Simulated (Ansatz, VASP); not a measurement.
One calculation of TiTe, two programs

```xyz
4
Lattice="4.6773 0.0000 0.0000 -2.3387 4.0507 0.0000 0.0000 0.0000 7.6604" Properties=species:S:1:pos:R:3 pbc="T T T"
Ti    2.3387    1.3502    0.0000
Ti    0.0000    2.7005    3.8302
Te    2.3387    1.3502    4.7893
Te    0.0000    2.7005    0.9591
```

Alike in both runs: task single point; functional PBEsol; k mesh 5 × 5 × 3; occupations gaussian, width 0.05 eV; collinear spin; Hubbard terms Ti d U = 5.0 eV.

|  | VASP | Ansatz |
| --- | --- | --- |
| version | VASP 6.6.1 | Ansatz 0.2.0 |
| potentials or method | VASP PAW PBE potentials, release 64 (Ti_sv, Te), cutoff 520 eV | scalar-relativistic, plane waves, PAW |
| valence electrons in the cell | 36 | 56 |

|  | VASP | Ansatz | Ansatz less VASP |
| --- | --- | --- | --- |
| gap on the k mesh at the Fermi level (eV) | 1.87 | 2.44 | +0.570 |
| least direct gap on the mesh (eV) | 1.88 | 2.65 | +0.767 |
| pressure (GPa) | 0.2 | 0.8 | +0.61 |
| traceless stress, the component that is largest in VASP (GPa) | -0.24 | -0.20 | +0.038 |
| rms of the force components (eV/Å) | 0.030 | 0.026 | -0.0048 |
| net moment per atom (μB) | 1.00 | 1.00 | 0.000 |
| size of the moment on the site where the two differ most (μB) | 0.04 | 0.05 | +0.006 |

VASP's potentials were made for PBE, not for PBEsol. Site moments also hang on the region over which each program counts them. The programs project onto different local orbitals, so the same U acts differently, and such runs can settle in different states. Atom by atom the forces differ by 0.005 eV/Å (rms over components). VASP's potentials hold 36 valence electrons a cell and Ansatz's 56, so a difference there can come from the potentials and not from the codes.

Neither program's run includes spin-orbit coupling.
